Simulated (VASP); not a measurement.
Input of a VASP 6.6.1 run:

POSCAR

```
Cl
1.0
    3.1252371057     -2.0072452166      0.0000000000
    3.1252371057      2.0072452166      0.0000000000
    0.0000000000      0.0000000000      8.1465598679
Cl
4
Direct
    0.8756350467      0.1243649533      0.6074783337
    0.1243649533      0.8756350467      0.3925216663
    0.6243649533      0.3756350467      0.1074783337
    0.3756350467      0.6243649533      0.8925216663
```

File INCAR.step1:

```
  PREC = Accurate
  ENCUT = 520
  EDIFF = 1E-5
  ISMEAR = 0
  SIGMA = 0.01
  LREAL = F
  LASPH = T
  NELM = 100
  ALGO = Normal
  ISIF = 2
  LWAVE = T
  LCHARG = F
  GGA = PE
  NBANDS = 22
```

File INCAR.step2:

```
  PREC = Accurate
  ENCUT = 520
  EDIFF = 1E-6
  ISMEAR = 0
  SIGMA = 0.01
  LREAL = F
  LASPH = T
  NELM = 100
  ALGO = Normal
  ISIF = 2
  LWAVE = F
  LCHARG = F
  GGA = PE
  LHFCALC = T
  AEXX = 0.1
  HFSCREEN = 0.1
  PRECFOCK = Normal
  ISTART = 1
  NBANDS = 22
```

File KPOINTS:

```
regular mesh
0
Gamma
  4 4 2
```

Potentials or basis: VASP PAW PBE potentials, release 64 (Cl).

Launch:

```console
$ cat potpaw_PBE.64/Cl/POTCAR > POTCAR
$ cp INCAR.step1 INCAR
$ mpirun -np 1 vasp_std > vasp.out
$ cp INCAR.step2 INCAR
$ mpirun -np 1 vasp_std > vasp.out
```

Problem. What does it give for the largest force?

Solution. 0.335 eV/Å.

Problem. Estimate the band gap on the k mesh.

Solution. 3.03 eV.

Problem. What does it give for the pressure?

Solution. 1.2 GPa.

Stress tensor (GPa, compression positive):
```
2.05 0.00 0.00
0.00 1.46 0.00
0.00 0.00 0.13
```

Caveat: the k points lie up to 0.47 Å⁻¹ apart; this functional lacks dispersion, which holds the molecules together, so the pressure and a relaxed volume are unreliable; the PAW data sets were made with another functional, which shifts forces and pressure a little. A k mesh can miss the band edges.
